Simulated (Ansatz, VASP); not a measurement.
**ScB2Sb3 in VASP and in Ansatz**

```
Sc B Sb
1.0
    -2.54974    3.55790    4.17666
     2.54974   -3.55790    4.17666
     2.54974    3.55790   -4.17666
Sc B Sb
1 2 3
Direct
  0.00000 0.50000 0.50000
  0.33567 0.33567 0.00000
  0.66433 0.66433 0.00000
  0.84142 0.84142 0.00000
  0.15858 0.15858 0.00000
  0.50000 0.50000 0.00000
```

Alike in both runs: task single point; functional PBE; k mesh 4 × 4 × 4; occupations gaussian, width 0.1 eV; no spin polarisation.

```csv
,VASP,Ansatz
version,VASP 6.6.1,Ansatz 0.2.0
potentials or method,"VASP PAW PBE potentials, release 64 (Sc_sv, B, Sb), cutoff 520 eV","scalar-relativistic, plane waves, PAW"
valence electrons in the cell,32,62
```

VASP gave:

| Quantity | Value |
| --- | --- |
| gap on the k mesh at the Fermi level (eV) | none |
| rms of the force components (eV/Å) | 12.921 |

Task: Estimate Ansatz's values.

Result: gap on the k mesh at the Fermi level (eV): none; rms of the force components (eV/Å): 13.369.

Atom by atom the forces differ by 0.930 eV/Å (rms over components). A gap of «none» marks a metal or a gap that the smearing closes. VASP's potentials hold 32 valence electrons a cell and Ansatz's 62, so a difference there can come from the potentials and not from the codes.

The k mesh is coarse, so the values compare programs but aren't converged. Spin-orbit coupling is off throughout.
